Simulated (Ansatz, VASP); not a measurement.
**One calculation of Al8N, two programs**

```xyz
9
Lattice="2.8543 0.0000 0.0000 -1.4272 2.4719 0.0000 0.0000 0.0000 33.4761" Properties=species:S:1:pos:R:3 pbc="T T T"
Al    0.0000    1.6479    4.0000
Al    0.0000    0.0000    6.3458
Al    1.4272    0.8240    8.6916
Al    0.0000    0.0000   11.0374
Al    0.0000    1.6479   13.3643
Al    0.0000    0.0000   15.7222
Al    1.4272    0.8240   18.0804
Al    0.0000    0.0000   20.4761
N     3.8058   -2.1973   24.1461
```

Alike in both runs: task single point; functional PBE; k mesh 9 × 9 × 1; occupations gaussian, width 0.1 eV; no spin polarisation.

```csv
,VASP,Ansatz
version,VASP 6.6.1,Ansatz 0.2.0
potentials or method,"VASP PAW PBE potentials, release 64 (Al, N), cutoff 520 eV","scalar-relativistic, plane waves, PAW"
valence electrons in the cell,29,29
```

```tsv
	VASP	Ansatz	Ansatz less VASP
gap on the k mesh at the Fermi level (eV)	none	none	-
rms of the force components (eV/Å)	0.113	0.112	-0.0002
work function, face that differs most (eV)	4.08	4.10	+0.018
```

Atom by atom the forces differ by 0.000 eV/Å (rms over components). A gap of «none» marks a metal or a gap that the smearing closes.
